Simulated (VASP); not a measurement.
Input of a VASP 6.6.1 run:

The input INCAR:

```
PREC = Accurate
ENCUT = 520
EDIFF = 1E-7
ISMEAR = -1
SIGMA = 0.05
LREAL = False
LASPH = True
NELM = 80
ALGO = Normal
ISIF = 2
LWAVE = False
LCHARG = False
GGA = PS
NBANDS = 37
```

Contents of KPOINTS:

```
Automatic mesh
0
Gamma
  6 6 6
```

The input POSCAR:

```
Ta4C3
1.0
    4.4747208050      0.0000000000      0.0000000000
    0.0000000000      4.4747208050      0.0000000000
    0.0000000000      0.0000000000      4.4747208050
Ta C
4 3
Direct
    0.0000000000      0.0000000000      0.0000000000
    0.5000000000      0.5000000000      0.0000000000
    0.5000000000      0.0000000000      0.5000000000
    0.0000000000      0.5000000000      0.5000000000
    0.0000000000      0.0000000000      0.5000000000
    0.0000000000      0.5000000000      0.0000000000
    0.5000000000      0.0000000000      0.0000000000
```

Potentials or basis: VASP PAW PBE potentials, release 64 (Ta_pv, C).

Run with:

```console
$ cat potpaw_PBE.64/Ta_pv/POTCAR potpaw_PBE.64/C/POTCAR > POTCAR
$ mpirun -np 1 vasp_std > vasp.out
```

Question: Estimate the pressure.

Answer: -13.2 GPa.

Question: Estimate the band gap on the k mesh.

Answer: Zero (band 28 reaches 7.11 eV, above the bottom of band 29 at 5.94 eV).

Caveat: the PAW data sets were made with another functional, which shifts forces and pressure a little; spin-orbit coupling is left out, which moves the levels of the heavy elements.
